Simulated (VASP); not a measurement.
# Pb (Pm-3m) in VASP: a series of runs, part 2 of 2

VASP 6.6.1. The steps go on from the part before.

## 5. Relaxation of cell and atoms, LDA

This run uses another cell than the first one, of 32.76 Å³/atom, 0.975 times its volume.

INCAR

```
  PREC = Accurate
  ENCUT = 600
  EDIFF = 1E-6
  ISMEAR = -1
  SIGMA = 0.1
  LREAL = False
  LASPH = True
  NELM = 60
  ALGO = Normal
  ISIF = 3
  LWAVE = False
  LCHARG = False
  IBRION = 2
  NSW = 80
  EDIFFG = -0.01
```

KPOINTS

```
Automatic mesh
0
Gamma
  10 10 10
```

POSCAR

```
Pb
1.0
    3.1996586799      0.0000000000      0.0000000000
    0.0000000000      3.1996586799      0.0000000000
    0.0000000000      0.0000000000      3.1996586799
Pb
1
Direct
    0.0000000000      0.0000000000      0.0000000000
```

Potentials or basis: VASP PAW LDA potentials, release 64 (Pb_d).

Command:

```console
$ cat potpaw_LDA.64/Pb_d/POTCAR > POTCAR
$ mpirun -np 1 vasp_std > vasp.out
```

OUTCAR:

```text
PREC = Accurate
   ENCUT = 600
   EDIFF = 1E-6
   ISMEAR = -1
   LREAL = False
   LASPH = True
   NELM = 60
   ISIF = 3
   IBRION = 2
   NSW = 80
   EDIFFG = -0.01

 ion  position               nearest neighbor table
   1  0.000  0.000  0.000-

  LATTYP: Found a simple cubic cell.
 ALAT       =     3.1996586799

  Lattice vectors:

 A1 = (   3.1996586799,   0.0000000000,   0.0000000000)
 A2 = (   0.0000000000,   3.1996586799,   0.0000000000)
 A3 = (   0.0000000000,   0.0000000000,   3.1996586799)

Analysis of symmetry for initial positions (statically):
=====================================================================
 Subroutine PRICEL returns:
 Original cell was already a primitive cell.

 Routine SETGRP: Setting up the symmetry group for a
 simple cubic supercell.

 Subroutine GETGRP returns: Found 48 space group operations
 (whereof 48 operations were pure point group operations)
 out of a pool of 48 trial point group operations.

The static configuration has the point symmetry O_h .

Analysis of symmetry for dynamics (positions and initial velocities):
=====================================================================
 Subroutine PRICEL returns:
 Original cell was already a primitive cell.

 Routine SETGRP: Setting up the symmetry group for a
 simple cubic supercell.

 Subroutine GETGRP returns: Found 48 space group operations
 (whereof 48 operations were pure point group operations)
 out of a pool of 48 trial point group operations.

The dynamic configuration has the point symmetry O_h .

 Subroutine INISYM returns: Found 48 space group operations
 (whereof 48 operations are pure point group operations),
 and found     1 'primitive' translations

----------------------------------------------------------------------------------------

                                     Primitive cell

  volume of cell :      32.7575

  direct lattice vectors                    reciprocal lattice vectors
     3.199658680  0.000000000  0.000000000     0.312533336  0.000000000  0.000000000
[... 94 lines left out ...]
   PSTRESS=    0.0 pullay stress
   NELECT =      14.0000    total number of electrons
   NUPDOWN=      -1.0000    fix difference up-down
   EMIN   =  10.00;   EMAX   =-10.00  energy-range for DOS
   EFERMI =   0.00;   METHOD = LEGACY
   ISMEAR =    -1;   SIGMA  =   0.10  broadening in eV -4-tet -1-fermi 0-gaus
   EFERMI_NEDOS =   21; number of points for ismear=-14 and -15
   IALGO  =     38    algorithm
   IMIX   =      4    mixing-type and parameters
     AMIX     =   0.40;   BMIX     =  1.00
     AMIX_MAG =   1.60;   BMIX_MAG =  1.00
  volume/ion in A,a.u.               =      32.76       221.06
  Fermi-wavevector in a.u.,A,eV,Ry     =   1.233144  2.330305 20.689625  1.520645
  Thomas-Fermi vector in A             =   2.367886
   LORBIT       =      0    0 simple, 1 ext, 2 COOP (PROOUT), +10 PAW based schemes
   GGA     = CA    functional components
   LHFCALC =     F    Hartree Fock is set to
   AEXX    =    0.0000 exact exchange contribution
   IVDW    =     0    specifies the selected vdW correction
   LEPSILON=     F    determine dielectric tensor
   LRPA    =     F    only Hartree local field effects (RPA)
 conjugate gradient relaxation of ions
 non-spin polarized calculation
  energy-cutoff  :      600.00
  volume of cell :       32.76
 maximum number of plane-waves:      1108
 NGX is ok and might be reduce to    28
   NGX = 13   NGY = 13   NGZ = 13

--------------------------------------- Ionic step        1  -------------------------------------------

 number of electron      14.0000004 magnetization

 Free energy of the ion-electron system (eV)
  ---------------------------------------------------
  ext. energy  EPLUGINS =         0.00000000
  ---------------------------------------------------
  free energy    TOTEN  =        -4.09194010 eV

  energy without entropy =       -4.07173385  energy(sigma->0) =       -4.08183698

 E-fermi :   5.9002     XC(G=0):  -9.9880

 val. band max:        5.8821698209   @ k =   0.5000   0.5000   0.4000
 cond. band min:       5.9344941974   @ k =   0.3000   0.3000   0.1000
 fundamental gap:      0.0523243765
 Fermi energy:         5.9002421777

 k-point     1 :       0.0000    0.0000    0.0000
  band No.  band energies     occupation
      1     -11.2666      2.00000
      2     -11.2666      2.00000
      3     -10.6322      2.00000
      4     -10.6322      2.00000
      5     -10.6322      2.00000
      6      -5.4658      2.00000
      7      10.9267      0.00000
      8      10.9267      0.00000
      9      10.9267      0.00000
     10      14.0324      0.00000
     11      15.4442      0.00000
[... 391 lines left out ...]
--------------------------------------- Ionic step        3  -------------------------------------------

 number of electron      14.0000000 magnetization

 Free energy of the ion-electron system (eV)
  ---------------------------------------------------
  ext. energy  EPLUGINS =         0.00000000
  ---------------------------------------------------
  free energy    TOTEN  =        -4.10271542 eV

  energy without entropy =       -4.08406841  energy(sigma->0) =       -4.09339192

 E-fermi :   6.4401     XC(G=0): -10.2191

 val. band max:        6.4171080532   @ k =   0.4000   0.4000   0.3000
 cond. band min:       6.5102653181   @ k =   0.3000   0.3000   0.1000
 fundamental gap:      0.0931572649
 Fermi energy:         6.4401201836

 k-point     1 :       0.0000    0.0000    0.0000
  band No.  band energies     occupation
      1     -10.8283      2.00000
      2     -10.8283      2.00000
      3     -10.1012      2.00000
      4     -10.1012      2.00000
      5     -10.1012      2.00000
      6      -5.2530      2.00000
      7      11.6427      0.00000
      8      11.6427      0.00000
      9      11.6427      0.00000
     10      14.9214      0.00000
     11      16.2524      0.00000
[... 350 lines left out ...]
  FREE ENERGIE OF THE ION-ELECTRON SYSTEM (eV)
  ---------------------------------------------------
  free  energy   TOTEN  =        -4.1027154224 eV

  energy  without entropy=       -4.0840684116  energy(sigma->0) =       -4.09339192

 reached required accuracy - stopping structural energy minimisation
```

CONTCAR:

```text
Pb
   1.00000000000000
     3.1473222397184921    0.0000000000000000    0.0000000000000000
    -0.0000000000000000    3.1473222397184921    0.0000000000000000
    -0.0000000000000000    0.0000000000000000    3.1473222397184921
  Pb
     1
Direct
     0.0000000000000000    0.0000000000000000    0.0000000000000000

  0.00000000E+00  0.00000000E+00  0.00000000E+00
```

Wall time 64 s (1 thread of AMD EPYC 7R43 (Zen 3), shared host); peak memory 0.13 GiB.

What came out:

| Property | Result |
| --- | --- |
| Free energy | -4.1027 eV |
| Relaxed volume | 31.18 Å³/atom |
| Relaxed cell | a = 3.147 Å, b = 3.147 Å, c = 3.147 Å, α = 90.00°, β = 90.00°, γ = 90.00° |
| Space group after relaxing (to 0.05 Å) | Pm-3m (No. 221) |
| Energy gained by relaxing | 10.8 meV/atom |
| Ionic steps | 3 |
| Pressure after relaxing | 0.0 GPa |
| Band gap on the k mesh | zero (band 7 reaches 11.64 eV, above the bottom of band 8 at 4.46 eV) |

Step by step:
```csv
step,energy change (eV),largest force (eV/Å),pressure (GPa),volume (Å³)
1,0.0000,0.0000,-2.05,32.76
2,-0.0101,0.0000,0.61,30.81
3,-0.0108,0.0000,-0.01,31.18
```

Final structure:
```yaml
crystal:
  lattice:
    - [3.14732, 0.00000, 0.00000]
    - [0.00000, 3.14732, 0.00000]
    - [0.00000, 0.00000, 3.14732]
  atoms:
    - { symbol: Pb, position: [0.00000, 0.00000, 0.00000] }
```

Levels at points of the mesh, in eV from the Fermi level:
| k point | band 3 | band 4 | band 5 | band 6 | band 7 | band 8 | band 9 | band 10 | band 11 |
| --- | --- | --- | --- | --- | --- | --- | --- | --- | --- |
| (0.00, 0.00, 0.00) | -16.54 | -16.54 | -16.54 | -11.69 | 5.20 | 5.20 | 5.20 | 8.48 | 9.81 |
| (0.50, 0.00, 0.00) | -16.74 | -16.74 | -16.52 | -8.96 | -4.30 | 7.74 | 7.74 | 10.99 | 11.14 |
| (0.50, 0.50, 0.00) | -16.71 | -16.71 | -16.32 | -6.33 | -1.98 | -1.98 | 3.58 | 10.63 | 13.21 |
| (0.50, 0.50, 0.50) | -16.98 | -16.30 | -16.30 | -3.60 | 0.26 | 0.26 | 0.26 | 6.67 | 6.67 |

Caveat: spin-orbit coupling is left out, which moves the levels of the heavy elements.

## 6. Overview

| task | cell | k mesh | cutoff (eV) | gap on the mesh (eV) | pressure (GPa) |
| --- | --- | --- | --- | --- | --- |
| single point | a = 3.227 Å, 1 atom | 11 × 11 × 11 | 520 | none | -2.8 |
| single point | a = 3.266 Å, 1 atom | 11 × 11 × 11 | 520 | none | -3.9 |
| single point | a = 3.145 Å, 1 atom | 16 × 16 × 16 | 520 | none | 0.2 |
| relaxation of cell and atoms | relaxed from a = 3.200 Å, 1 atom | 10 × 10 × 10 | 600 | none | 0.0 |

Alike in all rows: level LDA; potentials or basis VASP PAW LDA potentials, release 64 (Pb_d); no spin polarisation; smearing fermi-dirac 0.1 eV.

Caveats: spin-orbit coupling is left out, which moves the levels of the heavy elements.

Total energies depend on the potentials used, so only differences within one code and one set of settings carry meaning.
